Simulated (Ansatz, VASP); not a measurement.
**TaNb2O5 in VASP and in Ansatz**

```xyz
8
Lattice="3.6995 0.0000 0.0000 0.0000 3.6995 0.0000 0.0000 0.0000 6.3027" Properties=species:S:1:pos:R:3 pbc="T T T"
Ta    0.0000    0.0000    3.1513
Nb    0.0000    0.0000    0.0000
Nb    1.8498    1.8498    3.1513
O     0.0000    1.8498    1.9805
O     1.8498    0.0000    4.3222
O     1.8498    0.0000    1.9805
O     0.0000    1.8498    4.3222
O     1.8498    1.8498    0.0000
```

Change from the starting cell: species swapped into the Al5CuMo2 type (P4/mmm, No. 123).

Alike in both runs: functional PBE; k mesh 4 × 4 × 2; occupations gaussian, width 0.15 eV; no spin polarisation.

Ansatz relaxed the structure, and its values are those at the end. VASP's run is a single point on that final structure, the one shown.

|  | VASP | Ansatz |
| --- | --- | --- |
| version | VASP 6.6.1 | Ansatz 0.2.0 |
| potentials or method | VASP PAW PBE potentials, release 64 (Ta_pv, Nb_sv, O), cutoff 600 eV | scalar-relativistic, plane waves, PAW |
| valence electrons in the cell | 67 | 69 |

```csv
,VASP,Ansatz,Ansatz less VASP
gap on the k mesh at the Fermi level (eV),none,none,-
pressure (GPa),0.3,0.2,-0.05
rms of the force components (eV/Å),0.019,0.002,-0.0167
```

A gap of «none» marks a metal or a gap that the smearing closes. With one functional, cell and mesh, what is left measures potentials, basis and numerics. VASP's potentials hold 67 valence electrons a cell and Ansatz's 69, so a difference there can come from the potentials and not from the codes.

The k mesh is coarse, so the values compare programs but aren't converged. Neither program's run includes spin-orbit coupling.
